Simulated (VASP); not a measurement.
Wanted: the native input for a VASP 6.6.1 run.

```yaml
Task: single point
Functional: PBEsol
Potentials_or_basis: VASP PAW PBE potentials, release 64 (Fe, Co)
Cutoff: 520 eV
k_mesh: 12 × 12 × 12
Occupations: gaussian, width 0.1 eV
Spin: collinear spin, ferromagnetic start
Starting_moments: "[2.89, 1.87, 1.87, 1.87] μB"
Dipole_correction: no
Further_INCAR_settings: ALGO = Fast; EDIFF = 1e-06; NBANDS = 30
```

The structure of FeCo3 lies in POSCAR:

```
FeCo3
1.0
    3.5357026200      0.0000000000      0.0000000000
    0.0000000000      3.5357026200      0.0000000000
    0.0000000000      0.0000000000      3.5357026200
Fe Co
1 3
Direct
    0.0000000000      0.0000000000      0.0000000000
    0.5000000000      0.5000000000      0.0000000000
    0.5000000000      0.0000000000      0.5000000000
    0.0000000000      0.5000000000      0.5000000000
```

The input as run:

INCAR

```
ALGO = Fast
EDIFF = 1E-6
ENCUT = 520
GGA = PS
ISIF = 2
ISMEAR = 0
ISPIN = 2
LASPH = True
LCHARG = False
LMAXMIX = 4
LORBIT = 11
LREAL = False
LWAVE = False
MAGMOM = 2.89 1.87 1.87 1.87
NBANDS = 30
NELM = 150
PREC = Accurate
SIGMA = 0.1
```

KPOINTS

```
k-points
0
Gamma
  12 12 12
```

Potentials or basis: VASP PAW PBE potentials, release 64 (Fe, Co).

Command:

```sh
$ cat potpaw_PBE.64/Fe/POTCAR potpaw_PBE.64/Co/POTCAR > POTCAR
$ mpirun -np 1 vasp_std > vasp.out
```

It gave:

- Pressure: -9.0 GPa
- Net moment: 7.34 μB per cell
- Site moments: Fe +2.56; Co +1.60 μB
- Valence electrons inside the program's atomic spheres: Fe 7.23; Co 8.27

Caveat: the cell stands under tension; the PAW data sets were made with another functional, which shifts forces and pressure a little.

It took 4.3 min on 1 thread of AMD EPYC 7R43 64-Core Processor (Zen 3), on a shared host, peak memory 0.25 GiB.
